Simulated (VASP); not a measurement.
# InP (Fm-3m) in VASP: further runs

InP is run at these levels: LDA; tasks: single point, relaxation of cell and atoms.

All numbers are computed with VASP 6.6.1; they aren't measurements. Logs are shortened: lines on timing, memory, paths and dates and some standing lists are left out, and cuts for length are marked.

### 1 The cell of the first run

Symmetry: Fm-3m, No. 225, cubic system. Conventional cell: a = 5.415 Å, b = 5.415 Å, c = 5.415 Å, α = 90.00°, β = 90.00°, γ = 90.00°. In (site symmetry m-3m) has 6 P at 2.71 Å within 3.6 Å. Within 3.6 Å of P (site symmetry m-3m) lie 6 In at 2.71 Å.

### 2 Single point, LDA

INCAR reads:

```
PREC = Accurate
ENCUT = 500
EDIFF = 1E-6
ISMEAR = 0
SIGMA = 0.1
LREAL = F
LASPH = T
NELM = 120
ALGO = Normal
ISIF = 2
LWAVE = F
LCHARG = F
NBANDS = 16
GGA_COMPAT = F
```

KPOINTS reads:

```
Automatic mesh
0
Gamma
  6 6 6
```

POSCAR reads:

```
InP
1.0
    0.0000000000      2.7075057477      2.7075057477
    2.7075057477      0.0000000000      2.7075057477
    2.7075057477      2.7075057477      0.0000000000
In P
1 1
Direct
    0.0000000000      0.0000000000      0.0000000000
    0.5000000000      0.5000000000      0.5000000000
```

Potentials or basis: VASP PAW LDA potentials, release 64 (In_d, P).

Launch:

```bash
$ cat potpaw_LDA.64/In_d/POTCAR potpaw_LDA.64/P/POTCAR > POTCAR
$ mpirun -np 1 vasp_std > vasp.out
```

OUTCAR:

```text
PREC = Accurate
   ENCUT = 500
   EDIFF = 1E-6
   ISMEAR = 0
   LREAL = F
   LASPH = T
   NELM = 120
   ISIF = 2

 ion  position               nearest neighbor table
   1  0.000  0.000  0.000-   2 2.71   2 2.71   2 2.71   2 2.71   2 2.71   2 2.71
   2  0.500  0.500  0.500-   1 2.71   1 2.71   1 2.71   1 2.71   1 2.71   1 2.71

  LATTYP: Found a face centered cubic cell.
 ALAT       =     5.4150114954

  Lattice vectors:

 A1 = (   0.0000000000,   2.7075057477,   2.7075057477)
 A2 = (   2.7075057477,   0.0000000000,   2.7075057477)
 A3 = (   2.7075057477,   2.7075057477,   0.0000000000)

Analysis of symmetry for initial positions (statically):
=====================================================================
 Subroutine PRICEL returns:
 Original cell was already a primitive cell.

 Routine SETGRP: Setting up the symmetry group for a
 face centered cubic supercell.

 Subroutine GETGRP returns: Found 48 space group operations
 (whereof 48 operations were pure point group operations)
 out of a pool of 48 trial point group operations.

The static configuration has the point symmetry O_h .

Analysis of symmetry for dynamics (positions and initial velocities):
=====================================================================
 Subroutine PRICEL returns:
 Original cell was already a primitive cell.

 Routine SETGRP: Setting up the symmetry group for a
 face centered cubic supercell.

 Subroutine GETGRP returns: Found 48 space group operations
 (whereof 48 operations were pure point group operations)
 out of a pool of 48 trial point group operations.

The dynamic configuration has the point symmetry O_h .

 Subroutine INISYM returns: Found 48 space group operations
 (whereof 48 operations are pure point group operations),
 and found     1 'primitive' translations

----------------------------------------------------------------------------------------

                                     Primitive cell

  volume of cell :      39.6952

  direct lattice vectors                    reciprocal lattice vectors
     0.000000000  2.707505748  2.707505748    -0.184671815  0.184671815  0.184671815
     2.707505748  0.000000000  2.707505748     0.184671815 -0.184671815  0.184671815
     2.707505748  2.707505748  0.000000000     0.184671815  0.184671815 -0.184671815

  length of vectors
     3.828991349  3.828991349  3.828991349     0.319860966  0.319860966  0.319860966

  position of ions in fractional coordinates (direct lattice)
     0.000000000  0.000000000  0.000000000
     0.500000000  0.500000000  0.500000000

  ion indices of the primitive-cell ions
   primitive index   ion index
                 1           1
                 2           2

----------------------------------------------------------------------------------------

 KPOINTS: Automatic mesh

Automatic generation of k-mesh.
 Grid dimensions read from file:
 generate k-points for:    6    6    6

 Generating k-lattice:

  Cartesian coordinates                     Fractional coordinates (reciprocal lattice)
    -0.030778636  0.030778636  0.030778636     0.166666667  0.000000000  0.000000000
     0.030778636 -0.030778636  0.030778636     0.000000000  0.166666667  0.000000000
     0.030778636  0.030778636 -0.030778636     0.000000000  0.000000000  0.166666667

  Length of vectors
     0.053310161  0.053310161  0.053310161

  Shift w.r.t. Gamma in fractional coordinates (k-lattice)
     0.000000000  0.000000000  0.000000000

 Subroutine IBZKPT returns following result:
 ===========================================

 Found     16 irreducible k-points:

 Following reciprocal coordinates:
            Coordinates               Weight
  0.000000  0.000000  0.000000      1.000000
  0.166667  0.000000  0.000000      8.000000
  0.333333  0.000000  0.000000      8.000000
  0.500000  0.000000  0.000000      4.000000
  0.166667  0.166667  0.000000      6.000000
  0.333333  0.166667  0.000000     24.000000
[... 8 lines left out ...]
 -0.333333  0.333333  0.166667     24.000000
 -0.333333  0.500000  0.166667     12.000000
   k-points           NKPTS =     16   k-points in BZ     NKDIM =     16   number of bands    NBANDS=     16
   number of dos      NEDOS =    301   number of ions     NIONS =      2
   total plane-waves  NPLWV =  21952
   dimension x,y,z NGX =    28 NGY =   28 NGZ =   28
   dimension x,y,z NGXF=    56 NGYF=   56 NGZF=   56
   ions per type =               1   1
   NGX,Y,Z   is equivalent  to a cutoff of  12.16, 12.16, 12.16 a.u.
   NGXF,Y,Z  is equivalent  to a cutoff of  24.31, 24.31, 24.31 a.u.
 SYSTEM =  unknown system
   PREC   = accura    normal or accurate (medium, high low for compatibility)
   ISTART =      0    job   : 0-new  1-cont  2-samecut
   ICHARG =      2    charge: 1-file 2-atom 10-const
   ISPIN  =      1    spin polarized calculation?
   LNONCOLLINEAR =      F non collinear calculations
   LSORBIT =      F    spin-orbit coupling
   LASPH  =      T    aspherical Exc in radial PAW
   ENCUT  =  500.0 eV  36.75 Ry    6.06 a.u.   6.98  6.98  6.98*2*pi/ulx,y,z
   NELM   =    120;   NELMIN=  2; NELMDL= -5     # of ELM steps
   EDIFF  = 0.1E-05   stopping-criterion for ELM
   LREAL  =      F    real-space projection
   EDIFFG = 0.1E-04   stopping-criterion for IOM
   NSW    =      0    number of steps for IOM
   IBRION =     -1    ionic relax: 0-MD 1-quasi-New 2-CG
   NFREE  =      0    steps in history (QN), initial steepest desc. (CG)
   ISIF   =      2    stress and relaxation
   ISYM   =      2    0-nonsym 1-usesym 2-fastsym
   POTIM  = 0.5000    time-step for ionic-motion
   TEBEG  =    0.0;   TEEND  =   0.0 temperature during run
   PSTRESS=    0.0 pullay stress
   NELECT =      18.0000    total number of electrons
   NUPDOWN=      -1.0000    fix difference up-down
   EMIN   =  10.00;   EMAX   =-10.00  energy-range for DOS
   EFERMI =   0.00;   METHOD = LEGACY
   ISMEAR =     0;   SIGMA  =   0.10  broadening in eV -4-tet -1-fermi 0-gaus
   EFERMI_NEDOS =   21; number of points for ismear=-14 and -15
   IALGO  =     38    algorithm
   IMIX   =      4    mixing-type and parameters
     AMIX     =   0.40;   BMIX     =  1.00
     AMIX_MAG =   1.60;   BMIX_MAG =  1.00
  volume/ion in A,a.u.               =      19.85       133.94
  Fermi-wavevector in a.u.,A,eV,Ry     =   1.257727  2.376759 21.522736  1.581876
[... 47 lines left out ...]
      2      -6.5351      2.00000
      3      -6.4906      2.00000
      4      -6.4638      2.00000
      5      -6.4638      2.00000
      6      -4.4602      2.00000
[... 8 lines left out ...]
     15      15.8073      0.00000
     16      16.1485      0.00000

 k-point     3 :       0.3333    0.0000    0.0000
  band No.  band energies     occupation
      1      -6.5764      2.00000
      2      -6.5764      2.00000
      3      -6.5019      2.00000
      4      -6.4097      2.00000
      5      -6.4097      2.00000
      6      -3.4223      2.00000
[... 8 lines left out ...]
     15      17.4983      0.00000
     16      17.4983      0.00000

 k-point     4 :       0.5000    0.0000    0.0000
  band No.  band energies     occupation
      1      -6.5972      2.00000
      2      -6.5972      2.00000
      3      -6.5092      2.00000
      4      -6.3820      2.00000
      5      -6.3820      2.00000
      6      -2.5045      2.00000
[... 8 lines left out ...]
     15      19.1250      0.00000
     16      19.1250      0.00000

 k-point     5 :       0.1667    0.1667    0.0000
  band No.  band energies     occupation
      1      -6.5886      2.00000
      2      -6.5059      2.00000
      3      -6.5022      2.00000
      4      -6.4541      2.00000
      5      -6.4541      2.00000
      6      -4.3085      2.00000
[... 8 lines left out ...]
     15      18.2405      0.00000
     16      18.3414      0.00000

 k-point     6 :       0.3333    0.1667    0.0000
  band No.  band energies     occupation
      1      -6.6598      2.00000
      2      -6.5211      2.00000
      3      -6.5086      2.00000
      4      -6.4272      2.00000
      5      -6.4033      2.00000
      6      -3.4330      2.00000
[... 8 lines left out ...]
     15      18.6212      0.00000
     16      18.8139      0.00000

 k-point     7 :       0.5000    0.1667    0.0000
  band No.  band energies     occupation
      1      -6.6786      2.00000
      2      -6.5600      2.00000
      3      -6.4929      2.00000
      4      -6.4137      2.00000
      5      -6.3756      2.00000
      6      -2.2654      2.00000
[... 8 lines left out ...]
     15      19.4333      0.00000
     16      20.5624      0.00000

 k-point     8 :      -0.3333    0.1667    0.0000
  band No.  band energies     occupation
      1      -6.6351      2.00000
      2      -6.5767      2.00000
      3      -6.4831      2.00000
      4      -6.4151      2.00000
      5      -6.4022      2.00000
      6      -2.6418      2.00000
[... 8 lines left out ...]
     15      17.9839      0.00000
     16      20.0688      0.00000

 k-point     9 :      -0.1667    0.1667    0.0000
  band No.  band energies     occupation
      1      -6.5653      2.00000
      2      -6.5628      2.00000
      3      -6.4888      2.00000
      4      -6.4476      2.00000
      5      -6.4322      2.00000
      6      -3.8314      2.00000
[... 8 lines left out ...]
     15      17.9792      0.00000
     16      18.5202      0.00000

 k-point    10 :       0.3333    0.3333    0.0000
  band No.  band energies     occupation
      1      -6.8047      2.00000
      2      -6.5423      2.00000
      3      -6.4720      2.00000
      4      -6.3815      2.00000
      5      -6.3815      2.00000
      6      -2.7171      2.00000
[... 8 lines left out ...]
     15      19.3353      0.00000
     16      21.4410      0.00000

 k-point    11 :       0.5000    0.3333    0.0000
  band No.  band energies     occupation
      1      -6.8480      2.00000
      2      -6.5323      2.00000
      3      -6.4884      2.00000
      4      -6.3752      2.00000
      5      -6.3572      2.00000
      6      -1.6434      2.00000
[... 8 lines left out ...]
     15      20.3264      0.00000
     16      21.8199      0.00000

 k-point    12 :      -0.3333    0.3333    0.0000
  band No.  band energies     occupation
      1      -6.7660      2.00000
      2      -6.5343      2.00000
      3      -6.4793      2.00000
      4      -6.4195      2.00000
      5      -6.3749      2.00000
      6      -1.5545      2.00000
[... 8 lines left out ...]
     15      18.1415      0.00000
     16      21.4475      0.00000

 k-point    13 :       0.5000    0.5000    0.0000
  band No.  band energies     occupation
      1      -6.9289      2.00000
      2      -6.5606      2.00000
      3      -6.4569      2.00000
      4      -6.3423      2.00000
      5      -6.3423      2.00000
      6      -1.1700      2.00000
[... 8 lines left out ...]
     15      20.3733      0.00000
     16      21.3594      0.00000

 k-point    14 :       0.5000    0.3333    0.1667
  band No.  band energies     occupation
      1      -6.7379      2.00000
      2      -6.5284      2.00000
      3      -6.5009      2.00000
      4      -6.4084      2.00000
      5      -6.3826      2.00000
      6      -2.3882      2.00000
[... 8 lines left out ...]
     15      20.2086      0.00000
     16      20.6924      0.00000

 k-point    15 :      -0.3333    0.3333    0.1667
  band No.  band energies     occupation
      1      -6.7633      2.00000
      2      -6.5418      2.00000
      3      -6.4633      2.00000
      4      -6.4446      2.00000
      5      -6.3610      2.00000
      6      -1.5462      2.00000
[... 8 lines left out ...]
     15      18.7271      0.00000
     16      21.1233      0.00000

 k-point    16 :      -0.3333    0.5000    0.1667
  band No.  band energies     occupation
      1      -6.8494      2.00000
      2      -6.5115      2.00000
      3      -6.5029      2.00000
      4      -6.4027      2.00000
      5      -6.3423      2.00000
      6      -1.1341      2.00000
[... 8 lines left out ...]
     15      20.3374      0.00000
     16      21.3513      0.00000

------------------------ aborting loop because EDIFF is reached ----------------------------------------

  FORCE on cell =-STRESS in cart. coord.  units (eV):
  Direction    XX          YY          ZZ          XY          YZ          ZX
  --------------------------------------------------------------------------------------
  -------------------------------------------------------------------------------------
  Total        0.0835661      0.0835661      0.0835661      0.0000000      0.0000000     -0.0000000
  in kB        3.3728935      3.3728935      3.3728935      0.0000000      0.0000000     -0.0000000
  external PRESSURE =       3.3728935 kB  Pullay stress =       0.0000000 kB

 VOLUME and BASIS-vectors are now :
 -----------------------------------------------------------------------------
  energy-cutoff  :      500.00
  volume of cell :       39.70
      direct lattice vectors                 reciprocal lattice vectors
     0.000000000  2.707505748  2.707505748    -0.184671815  0.184671815  0.184671815
     2.707505748  0.000000000  2.707505748     0.184671815 -0.184671815  0.184671815
     2.707505748  2.707505748  0.000000000     0.184671815  0.184671815 -0.184671815

 POSITION                                       TOTAL-FORCE (eV/Angst)
 -----------------------------------------------------------------------------------
      0.00000      0.00000      0.00000         0.000000      0.000000      0.000000
      2.70751      2.70751      2.70751        -0.000000     -0.000000     -0.000000
 -----------------------------------------------------------------------------------
    total drift:                               -0.000000      0.000000      0.000000

  FREE ENERGIE OF THE ION-ELECTRON SYSTEM (eV)
  ---------------------------------------------------
  free  energy   TOTEN  =        -9.3398555934 eV

  energy  without entropy=       -9.3307597541  energy(sigma->0) =       -9.33530767
```

Wall time 16 s (1 thread of Intel Xeon 8259CL, shared host); peak memory 0.14 GiB.

What came out:

```
Free energy            : -9.3399 eV
Pressure               : 0.3 GPa
Band gap on the k mesh : zero (bands 9 and 10 overlap by 2.90 eV)
```

Caveat: spin-orbit coupling is left out, which moves the levels of the heavy elements.

### 3 Single point, LDA

This run uses another cell than the first one, of 23.27 Å³/atom.

INCAR reads:

```
PREC = Accurate
ENCUT = 500
EDIFF = 1E-6
ISMEAR = 0
SIGMA = 0.1
LREAL = False
LASPH = True
NELM = 120
ALGO = Normal
ISIF = 2
LWAVE = False
LCHARG = False
NBANDS = 16
GGA_COMPAT = False
```

KPOINTS is that of step 2.

POSCAR reads:

```
InP
1.0
    0.0000000000      2.8550000000      2.8550000000
    2.8550000000      0.0000000000      2.8550000000
    2.8550000000      2.8550000000      0.0000000000
In P
1 1
Direct
    0.0000000000      0.0000000000      0.0000000000
    0.5000000000      0.5000000000      0.5000000000
```

Potentials or basis: VASP PAW LDA potentials, release 64 (In_d, P).

Launch:

```bash
$ cat potpaw_LDA.64/In_d/POTCAR potpaw_LDA.64/P/POTCAR > POTCAR
$ mpirun -np 1 vasp_std > vasp.out
```

Wall time 22 s (1 thread of Intel Xeon 8259CL, shared host); peak memory 0.15 GiB.

The run converged. Its results:

```yaml
Free_energy: -9.1097 eV
Pressure: -9.4 GPa
Band_gap_on_the_k_mesh: zero (bands 9 and 10 overlap by 2.35 eV)
```

Levels at points of the mesh, in eV from the Fermi level:
```csv
k point,band 6,band 7,band 8,band 9,band 10,band 11,band 12,band 13
"(0.00, 0.00, 0.00)",-11.38,-0.33,-0.23,-0.23,-0.23,7.08,7.08,7.08
"(0.50, 0.00, 0.00)",-9.57,-6.24,0.13,0.13,2.31,3.32,3.32,4.38
"(0.50, 0.50, 0.00)",-8.72,-4.43,-2.75,-2.07,-2.07,3.99,8.93,8.93
```

Caveat: the cell stands under tension; spin-orbit coupling is left out, which moves the levels of the heavy elements.

### 4 Relaxation of cell and atoms, LDA

This run uses another cell than the first one, of 23.27 Å³/atom.

INCAR reads:

```
PREC     = Accurate       # precision mode
ENCUT    = 500            # plane-wave cutoff, eV
EDIFF    = 1E-7           # SCF threshold, eV
ISMEAR   = 0              # smearing method
SIGMA    = 0.1            # smearing width, eV
LREAL    = False          # projectors in reciprocal space
LASPH    = True           # aspherical terms in the spheres
NELM     = 120            # most SCF steps
ALGO     = Normal         # electronic algorithm
ISIF     = 3              # what is computed and relaxed
LWAVE    = False          # write WAVECAR
LCHARG   = False          # write CHGCAR
GGA      = CA             # functional
IBRION   = 2              # ionic algorithm
NSW      = 100            # ionic steps
EDIFFG   = -0.05          # ionic threshold
GGA_COMPAT= False        
NELMIN   = 4
```

KPOINTS reads:

```
regular mesh
0
Gamma
  6 6 6
```

POSCAR is that of step 3.

Launch:

```bash
$ cat potpaw_LDA.64/In_d/POTCAR potpaw_LDA.64/P/POTCAR > POTCAR
$ mpirun -np 1 vasp_std > vasp.out
```

Wall time 35 s (1 thread of Intel Xeon 8259CL, shared host); peak memory 0.16 GiB.

The run converged. Its results:

```
Free energy                           : -9.3423 eV
Relaxed volume                        : 19.92 Å³/atom
Relaxed cell                          : a = 3.833 Å, b = 3.833 Å, c = 3.833 Å, α = 60.00°, β = 60.00°, γ = 60.00°
Space group after relaxing (to 0.1 Å) : Fm-3m (No. 225)
Energy gained by relaxing             : 116.3 meV/atom
Ionic steps                           : 3
Pressure after relaxing               : 0.0 GPa
Band gap on the k mesh                : zero (bands 9 and 10 overlap by 2.90 eV)
```

Step by step:
| step | energy change (eV) | largest force (eV/Å) | pressure (GPa) | volume (Å³) |
| --- | --- | --- | --- | --- |
| 1 | 0.0000 | 0.0000 | -9.46 | 46.54 |
| 2 | -0.2029 | 0.0000 | 5.13 | 37.89 |
| 3 | -0.2326 | 0.0000 | 0.01 | 39.83 |

Final structure:
```
In P
1.0
     0.00000    2.71062    2.71062
     2.71062    0.00000    2.71062
     2.71062    2.71062    0.00000
In P
1 1
Direct
  0.00000 0.00000 0.00000
  0.50000 0.50000 0.50000
```

Levels at points of the mesh, in eV from the Fermi level:
| k point | band 6 | band 7 | band 8 | band 9 | band 10 | band 11 | band 12 | band 13 |
| --- | --- | --- | --- | --- | --- | --- | --- | --- |
| (0.00, 0.00, 0.00) | -12.49 | -0.33 | -0.33 | -0.33 | 0.91 | 7.15 | 7.15 | 7.15 |
| (0.50, 0.00, 0.00) | -10.18 | -7.03 | 0.20 | 0.20 | 2.45 | 3.32 | 3.32 | 5.59 |
| (0.50, 0.50, 0.00) | -8.86 | -5.36 | -2.55 | -2.55 | -2.55 | 3.72 | 10.26 | 10.26 |

Caveat: spin-orbit coupling is left out, which moves the levels of the heavy elements. LDA usually gives volumes a few per cent too small.

### 5 Summary

```csv
task,cell,gap on the mesh (eV),pressure (GPa)
single point,"a = 3.829 Å, angles 60.0°, 2 atoms",none,0.3
single point,"a = 4.038 Å, angles 60.0°, 2 atoms",none,-9.4
relaxation of cell and atoms,"relaxed from a = 4.038 Å, angles 60.0°, 2 atoms",none,0.0
```

Alike in all rows: level LDA; potentials or basis VASP PAW LDA potentials, release 64 (In_d, P); no spin polarisation; k mesh 6 × 6 × 6; cutoff (eV) 500; smearing gaussian 0.1 eV.

Caveats: spin-orbit coupling is left out, which moves the levels of the heavy elements; the cell stands under tension (at least some runs).

Total energies depend on the potentials used, so only differences within one code and one set of settings carry meaning.
